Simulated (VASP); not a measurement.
# SrCl2 (P-3m1) in VASP: single point with PBE-based screened hybrid with 50 % exact exchange

Aim: the single point of SrCl2 with PBE-based screened hybrid with 50 % exact exchange.

Program: VASP 6.6.1. These are calculated values, not measurements. Logs are shortened: lines on timing, memory, paths and dates and some standing lists are left out, and cuts for length are marked.

### 1 The cell of the first run

It takes space group P-3m1 (No. 164, trigonal). Conventional cell: a = 4.407 Å, b = 4.407 Å, c = 5.596 Å, α = 90.00°, β = 90.00°, γ = 120.00°. Within 3.8 Å of Sr (site symmetry -3m) lie 6 Cl at 2.90 Å. Within 3.8 Å of Cl (site symmetry 3m) lie 3 Sr at 2.90 Å and 6 Cl at 3.77 to 3.79 Å.

### 2 Single point, PBE-based screened hybrid with 50 % exact exchange

Input file POSCAR:

```
SrCl2
1.0
    4.4072489055      0.0000000000      0.0000000000
   -2.2036244528      3.8167895130      0.0000000000
    0.0000000000      0.0000000000      5.5960650195
Sr Cl
1 2
Direct
    0.0000000000      0.0000000000      0.0000000000
    0.3333333333      0.6666666667      0.2486950203
    0.6666666667      0.3333333333      0.7513049797
```

Input file INCAR.step1:

```
SYSTEM = SrCl2
PREC = Accurate
ENCUT = 520
EDIFF = 1E-5
ISMEAR = 0
SIGMA = 0.01
LREAL = .FALSE.
LASPH = .TRUE.
NELM = 60
ALGO = Normal
ISIF = 2
LWAVE = .TRUE.
LCHARG = .FALSE.
GGA = PE
NBANDS = 19
```

Input file INCAR.step2:

```
SYSTEM = SrCl2
PREC = Accurate
ENCUT = 520
EDIFF = 1E-6
ISMEAR = 0
SIGMA = 0.01
LREAL = .FALSE.
LASPH = .TRUE.
NELM = 60
ALGO = Normal
ISIF = 2
LWAVE = .FALSE.
LCHARG = .FALSE.
GGA = PE
LHFCALC = .TRUE.
AEXX = 0.5
HFSCREEN = 0.1
PRECFOCK = Normal
ISTART = 1
NBANDS = 19
```

Input file KPOINTS:

```
regular mesh
0
G
  6 6 2
  0 0 0
```

Potentials or basis: VASP PAW PBE potentials, release 64 (Sr_sv, Cl).

Run with:

```console
cat potpaw_PBE.64/Sr_sv/POTCAR potpaw_PBE.64/Cl/POTCAR > POTCAR
cp INCAR.step1 INCAR
mpirun -np 1 vasp_std > vasp.out
cp INCAR.step2 INCAR
mpirun -np 1 vasp_std > vasp.out
```

OUTCAR:

```text
SYSTEM = SrCl2
   PREC = Accurate
   ENCUT = 520
   EDIFF = 1E-6
   ISMEAR = 0
   LREAL = .FALSE.
   LASPH = .TRUE.
   NELM = 60
   ISIF = 2
   GGA = PE
   LHFCALC = .TRUE.
   AEXX = 0.5
   HFSCREEN = 0.1
   PRECFOCK = Normal
   ISTART = 1

 ion  position               nearest neighbor table
   1  0.000  0.000  0.000-   2 2.90   3 2.90   3 2.90   2 2.90   3 2.90   2 2.90
   2  0.333  0.667  0.249-   1 2.90   1 2.90   1 2.90
   3  0.667  0.333  0.751-   1 2.90   1 2.90   1 2.90

  LATTYP: Found a hexagonal cell.
 ALAT       =     4.4072489055
 C/A-ratio  =     1.2697410878

  Lattice vectors:

 A1 = (   4.4072489055,   0.0000000000,   0.0000000000)
 A2 = (  -2.2036244528,   3.8167895130,   0.0000000000)
 A3 = (   0.0000000000,   0.0000000000,   5.5960650195)

Analysis of symmetry for initial positions (statically):
=====================================================================
 Subroutine PRICEL returns:
 Original cell was already a primitive cell.

 Routine SETGRP: Setting up the symmetry group for a
 hexagonal supercell.

 Subroutine GETGRP returns: Found 12 space group operations
 (whereof 12 operations were pure point group operations)
 out of a pool of 24 trial point group operations.

The static configuration has the point symmetry D_3d.

Analysis of symmetry for dynamics (positions and initial velocities):
=====================================================================
 Subroutine PRICEL returns:
 Original cell was already a primitive cell.

 Routine SETGRP: Setting up the symmetry group for a
 hexagonal supercell.

 Subroutine GETGRP returns: Found 12 space group operations
 (whereof 12 operations were pure point group operations)
 out of a pool of 24 trial point group operations.

The dynamic configuration has the point symmetry D_3d.

 Subroutine INISYM returns: Found 12 space group operations
 (whereof 12 operations are pure point group operations),
 and found     1 'primitive' translations

----------------------------------------------------------------------------------------

                                     Primitive cell

  volume of cell :      94.1344

  direct lattice vectors                    reciprocal lattice vectors
[... 80 lines left out ...]
   EDIFFG = 0.1E-04   stopping-criterion for IOM
   NSW    =      0    number of steps for IOM
   IBRION =     -1    ionic relax: 0-MD 1-quasi-New 2-CG
   NFREE  =      0    steps in history (QN), initial steepest desc. (CG)
   ISIF   =      2    stress and relaxation
   ISYM   =      3    0-nonsym 1-usesym 2-fastsym
   POTIM  = 0.5000    time-step for ionic-motion
   TEBEG  =    0.0;   TEEND  =   0.0 temperature during run
   PSTRESS=    0.0 pullay stress
   NELECT =      24.0000    total number of electrons
   NUPDOWN=      -1.0000    fix difference up-down
   EMIN   =  10.00;   EMAX   =-10.00  energy-range for DOS
   EFERMI =   0.00;   METHOD = LEGACY
   ISMEAR =     0;   SIGMA  =   0.01  broadening in eV -4-tet -1-fermi 0-gaus
   EFERMI_NEDOS =   21; number of points for ismear=-14 and -15
   IALGO  =     38    algorithm
   IMIX   =      1    mixing-type and parameters
     AMIX     =   0.40;   BMIX     =  1.00
     AMIX_MAG =   1.60;   BMIX_MAG =  1.00
  volume/ion in A,a.u.               =      31.38       211.75
  Fermi-wavevector in a.u.,A,eV,Ry     =   1.038076  1.961679 14.661657  1.077601
  Thomas-Fermi vector in A             =   2.172543
   LORBIT       =      0    0 simple, 1 ext, 2 COOP (PROOUT), +10 PAW based schemes
   GGA     = PE    functional components
   LHFCALC =     T    Hartree Fock is set to
   PRECFOCK=normal    Normal, Fast or Accurate (Low or Medium for compatibility)
   ENCUT4O =  -1.0   cutoff for four orbital integrals eV
   NKREDX  =     1    reduce k-point grid by
   NKREDY  =     1    reduce k-point grid by
   NKREDZ  =     1    reduce k-point grid by
   AEXX    =    0.5000 exact exchange contribution
   HFSCREEN=    0.1000 screening length (either q_TF or 0.3 A-1)
   HFSCREENC=   0.1000 screening length for correlation (either q_TF or 0.3 A-1)
   ENCUTFOCK=  -1.0 apply spherical cutoff to Coloumb kernel
   IVDW    =     0    specifies the selected vdW correction
   LEPSILON=     F    determine dielectric tensor
   LRPA    =     F    only Hartree local field effects (RPA)
 non-spin polarized calculation
 Gauss-broadening in eV      SIGMA  =   0.01
  energy-cutoff  :      520.00
  volume of cell :       94.13
 maximum number of plane-waves:      2570
 NGX is ok and might be reduce to    36
  NGX = 28; NGY = 28; NGZ = 32

 number of electron      24.0000002 magnetization

 Free energy of the ion-electron system (eV)
  ---------------------------------------------------
  ext. energy  EPLUGINS =         0.00000000
  ---------------------------------------------------
  free energy    TOTEN  =       -17.41546214 eV

  energy without entropy =      -17.41546214  energy(sigma->0) =      -17.41546214

 E-fermi :  -3.0236     XC(G=0):  -4.8725

 val. band max:       -3.0846217750   @ k =   0.0000   0.0000   0.0000
 cond. band min:       5.4179346807   @ k =   0.0000   0.0000   0.0000
 fundamental gap:      8.5025564557
 Fermi energy:        -3.0236414169

 k-point     1 :       0.0000    0.0000    0.0000
  band No.  band energies     occupation
      1     -39.8470      2.00000
      2     -19.7636      2.00000
      3     -19.2721      2.00000
      4     -19.2721      2.00000
      5     -18.4462      2.00000
      6     -17.4308      2.00000
[... 285 lines left out ...]
      6     -17.6588      2.00000
[... 11 lines left out ...]
     18       9.7741      0.00000
     19      10.8501      0.00000

------------------------ aborting loop because EDIFF is reached ----------------------------------------

  FORCE on cell =-STRESS in cart. coord.  units (eV):
  Direction    XX          YY          ZZ          XY          YZ          ZX
  --------------------------------------------------------------------------------------
  -------------------------------------------------------------------------------------
  Total        0.2212838      0.2212838      0.2245363     -0.0000000     -0.0000000      0.0000000
  in kB        3.7662711      3.7662711      3.8216293     -0.0000000     -0.0000000      0.0000000
  external PRESSURE =       3.7847238 kB  Pullay stress =       0.0000000 kB

 VOLUME and BASIS-vectors are now :
 -----------------------------------------------------------------------------
  energy-cutoff  :      520.00
  volume of cell :       94.13
      direct lattice vectors                 reciprocal lattice vectors
     4.407248906  0.000000000  0.000000000     0.226898916  0.131000150  0.000000000
    -2.203624453  3.816789513  0.000000000     0.000000000  0.262000301  0.000000000
     0.000000000  0.000000000  5.596065020     0.000000000  0.000000000  0.178696994

 POSITION                                       TOTAL-FORCE (eV/Angst)
 -----------------------------------------------------------------------------------
      0.00000      0.00000      0.00000        -0.000000      0.000000      0.000000
     -0.00000      2.54453      1.39171        -0.000000     -0.000000     -0.098423
      2.20362      1.27226      4.20435         0.000000      0.000000      0.098423
 -----------------------------------------------------------------------------------
    total drift:                               -0.000000     -0.000000     -0.000009

  FREE ENERGIE OF THE ION-ELECTRON SYSTEM (eV)
  ---------------------------------------------------
  free  energy   TOTEN  =       -17.4154621416 eV

  energy  without entropy=      -17.4154621416  energy(sigma->0) =      -17.41546214
```

OSZICAR.step1:

```text
N       E                     dE             d eps       ncg     rms          rms(c)
DAV:   1     0.144627612129E+03    0.14463E+03   -0.11208E+04   532   0.111E+03
DAV:   2    -0.252930990354E+01   -0.14716E+03   -0.14197E+03   705   0.222E+02
DAV:   3    -0.125851889985E+02   -0.10056E+02   -0.10027E+02   714   0.576E+01
DAV:   4    -0.129439786124E+02   -0.35879E+00   -0.35842E+00   890   0.875E+00
DAV:   5    -0.129461906621E+02   -0.22120E-02   -0.22120E-02   737   0.712E-01    0.156E+01
DAV:   6    -0.125802089586E+02    0.36598E+00   -0.77965E-01   594   0.465E+00    0.982E+00
DAV:   7    -0.125961286333E+02   -0.15920E-01   -0.56240E-01   687   0.421E+00    0.189E+00
DAV:   8    -0.125966518922E+02   -0.52326E-03   -0.73168E-02   594   0.148E+00    0.597E-01
DAV:   9    -0.125975800490E+02   -0.92816E-03   -0.24890E-03   649   0.314E-01    0.224E-01
DAV:  10    -0.125989875124E+02   -0.14075E-02   -0.99084E-04   577   0.185E-01    0.399E-02
DAV:  11    -0.125991914582E+02   -0.20395E-03   -0.10945E-04   657   0.601E-02    0.273E-02
DAV:  12    -0.125992500341E+02   -0.58576E-04   -0.41518E-05   590   0.375E-02    0.972E-03
DAV:  13    -0.125992613686E+02   -0.11335E-04   -0.12241E-05   629   0.206E-02    0.429E-03
DAV:  14    -0.125992619328E+02   -0.56417E-06   -0.69907E-07   481   0.504E-03
   1 F= -.12599262E+02 E0= -.12599262E+02  d E =-.201232E-93
```

It took 50 min on 1 thread of Intel Xeon Platinum 8259CL at 2.50GHz (Skylake/Cascade Lake), shared host; peak memory 0.36 GiB.

Results:

```yaml
Free_energy: -17.4155 eV
Pressure: 0.4 GPa
Largest_force: 0.098 eV/Å
Band_gap_on_the_k_mesh: 8.50 eV
```

Forces in eV/Å, atoms in the order of the input:
```
Sr   0.000  0.000  0.000
Cl   0.000  0.000 -0.098
Cl   0.000  0.000  0.098
```

Levels at points of the mesh, in eV from the valence-band top:
```csv
k point,band 10,band 11,band 12,band 13,band 14,band 15
"(0.00, 0.00, 0.00)",-0.49,-0.49,0.00,8.50,10.51,10.51
"(0.50, 0.00, 0.00)",-1.08,-1.02,-0.90,8.94,10.69,11.51
"(0.00, 0.00, 0.50)",-1.05,-0.70,-0.70,10.17,10.17,10.21
"(0.50, 0.00, 0.50)",-0.86,-0.62,-0.33,9.79,11.14,11.39
```

Caveat: the k points lie up to 0.56 Å⁻¹ apart; the PAW data sets were made with another functional, which shifts forces and pressure a little. A k mesh can miss the band edges.
